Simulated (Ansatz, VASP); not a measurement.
## One calculation of Co, two programs

INCAR

```
  ALGO = Normal
  EDIFF = 1E-6
  ENCUT = 520
  GGA = PE
  ISIF = 2
  ISMEAR = -1
  LASPH = T
  LCHARG = F
  LREAL = F
  LWAVE = F
  NBANDS = 16
  NELM = 60
  PREC = Accurate
  SIGMA = 0.1
```

The input KPOINTS:

```
k-points
0
Gamma
  12 12 7
```

The input POSCAR:

```
Co
1.0
    2.4583936733      0.0000000000      0.0000000000
   -1.2291968366      2.1290313736      0.0000000000
    0.0000000000      0.0000000000      3.9606917934
Co
2
Direct
    0.3333333333      0.6666666667      0.2500000000
    0.6666666667      0.3333333333      0.7500000000
```

Input for Ansatz:

```yaml
crystal:
  lattice:
    - [2.4583936733, 0.0, 0.0]
    - [-1.2291968366, 2.1290313736, 0.0]
    - [0.0, 0.0, 3.9606917934]
  atoms:
    - { symbol: Co, position: [0.3333333333, 0.6666666667, 0.25] }
    - { symbol: Co, position: [0.6666666667, 0.3333333333, 0.75] }
hamiltonian:
  xc: pbe
  pseudopotentials:
    kind: paw
    azcp:
      Co: "pseudopotentials/Co.paw.azcp"
basis:
  ecutwfc: 420
  fft_grid_basis: typed
kpoints:
  mp_grid: { grid: [12, 12, 7], shift: [0, 0, 0] }
magnetization:
  spin_polarized: false
scf:
  occupations: { method: fermi_dirac, width: 0.1 }
  lower_state_search: "off"
output:
  stress: true
```

Alike in both runs: task single point; functional PBE; k mesh 12 × 12 × 7; occupations fermi-dirac, width 0.1 eV; no spin polarisation.

|  | VASP | Ansatz |
| --- | --- | --- |
| version | VASP 6.6.1 | Ansatz 0.2.0 |
| potentials or method | VASP PAW PBE potentials, release 64 (Co), cutoff 520 eV | plane waves (420 eV) with PAW, scalar-relativistic |
| valence electrons in the cell | 18 | 34 |

Ansatz gave:

| Property | Result |
| --- | --- |
| pressure (GPa) | -0.1 |
| traceless stress, the component that is largest in VASP (GPa) | 0.06 |

Problem. Estimate VASP's values.

Solution. Pressure (GPa): -0.5; traceless stress, the component that is largest in VASP (GPa): -0.03.

The functional is the same, so the differences come from potentials, cutoffs and numerics. VASP's potentials hold 18 valence electrons a cell and Ansatz's 34, so a difference there can come from the potentials and not from the codes.
